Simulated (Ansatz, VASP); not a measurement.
# Al3GaSb4 in VASP and in Ansatz

Contents of INCAR:

```
SYSTEM = Al3GaSb4
PREC     = Accurate       ! precision mode
ENCUT    = 520            ! plane-wave cutoff, eV
EDIFF    = 1E-7           ! SCF threshold, eV
ISMEAR   = 0              ! smearing method
SIGMA    = 0.1            ! smearing width, eV
LREAL    = .FALSE.        ! projectors in reciprocal space
LASPH    = .TRUE.         ! aspherical terms in the spheres
NELM     = 80             ! most SCF steps
ALGO     = Normal         ! electronic algorithm
ISIF     = 2              ! what is computed and relaxed
LWAVE    = .FALSE.        ! write WAVECAR
LCHARG   = .FALSE.        ! write CHGCAR
GGA      = PE             ! functional
NBANDS   = 31             ! bands
```

File KPOINTS:

```
regular mesh
0
G
  4 4 4
  0 0 0
```

File POSCAR:

```
Al3GaSb4
1.0
    6.2247750000      0.0000000000      0.0000000000
    0.0000000000      6.2247750000      0.0000000000
    0.0000000000      0.0000000000      6.2247750000
Al Ga Sb
3 1 4
Direct
    0.5000000000      0.0000000000      0.0000000000
    0.0000000000      0.0000000000      0.5000000000
    0.0000000000      0.5000000000      0.0000000000
    0.5000000000      0.5000000000      0.5000000000
    0.2499050000      0.7500950000      0.2499050000
    0.2499050000      0.2499050000      0.7500950000
    0.7500950000      0.7500950000      0.7500950000
    0.7500950000      0.2499050000      0.2499050000
```

Input for Ansatz:

```yaml
crystal:
  lattice:
    - [6.224775, 0.0, 0.0]
    - [0.0, 6.224775, 0.0]
    - [0.0, 0.0, 6.224775]
  atoms:
    - { symbol: Al, position: [0.5, 0.0, 0.0] }
    - { symbol: Al, position: [0.0, 0.0, 0.5] }
    - { symbol: Al, position: [0.0, 0.5, 0.0] }
    - { symbol: Ga, position: [0.5, 0.5, 0.5] }
    - { symbol: Sb, position: [0.249905, 0.750095, 0.249905] }
    - { symbol: Sb, position: [0.249905, 0.249905, 0.750095] }
    - { symbol: Sb, position: [0.750095, 0.750095, 0.750095] }
    - { symbol: Sb, position: [0.750095, 0.249905, 0.249905] }
basis:
  ecutwfc: 420
kpoints:
  mp_grid: { grid: [4, 4, 4] }
hamiltonian:
  xc: pbe
scf:
  occupations: { method: gaussian, width: 0.1 }
  lower_state_search: "off"
output:
  forces: true
  stress: true
  eigenvalues: true
```

Alike in both runs: task single point; functional PBE; k mesh 4 × 4 × 4; occupations gaussian, width 0.1 eV; no spin polarisation.

|  | VASP | Ansatz |
| --- | --- | --- |
| version | VASP 6.6.1 | Ansatz 0.2.0 |
| potentials or method | VASP PAW PBE potentials, release 64 (Al, Ga_d, Sb), cutoff 520 eV | scalar-relativistic, plane waves, PAW |
| valence electrons in the cell | 42 | 82 |

```csv
,VASP,Ansatz,Ansatz less VASP
gap on the k mesh at the Fermi level (eV),0.40,0.40,+0.006
least direct gap on the mesh (eV),0.61,0.61,+0.003
pressure (GPa),0.1,-0.1,-0.15
rms of the force components (eV/Å),0.005,0.001,-0.0037
```

Atom by atom the forces differ by 0.004 eV/Å (rms over components). VASP's potentials hold 42 valence electrons a cell and Ansatz's 82, so a difference there can come from the potentials and not from the codes.

Neither program's run includes spin-orbit coupling.
